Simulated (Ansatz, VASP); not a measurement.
Two plane-wave programs on Cu

```xyz
4
Lattice="2.5985 0.0000 0.0000 -1.2993 2.2504 0.0000 0.0000 0.0000 8.4841" Properties=species:S:1:pos:R:3 pbc="T T T"
Cu    1.2993    2.2504    0.0000
Cu    2.5985    0.0000    4.2420
Cu    0.0000    1.5003    2.1210
Cu    1.2993    0.7501    6.3631
```

Alike in both runs: functional RPBE; k mesh 14 × 14 × 4; occupations fermi-dirac, width 0.1 eV; no spin polarisation.

Ansatz relaxed the structure, and its values are those at the end. VASP's run is a single point on that final structure, the one shown.

|  | VASP | Ansatz |
| --- | --- | --- |
| version | VASP 6.6.1 | Ansatz 0.2.0 |
| potentials or method | VASP PAW PBE potentials, release 64 (Cu), cutoff 520 eV | plane waves (420 eV) with PAW, scalar-relativistic |
| valence electrons in the cell | 44 | 76 |

VASP gave:

| Item | Value |
| --- | --- |
| pressure (GPa) | 0.5 |

Task: Which values does Ansatz return?

Result: Pressure (GPa): 0.0.

VASP's potentials were made for PBE, not for RPBE. With one functional, cell and mesh, what is left measures potentials, basis and numerics. VASP's potentials hold 44 valence electrons a cell and Ansatz's 76, so a difference there can come from the potentials and not from the codes.
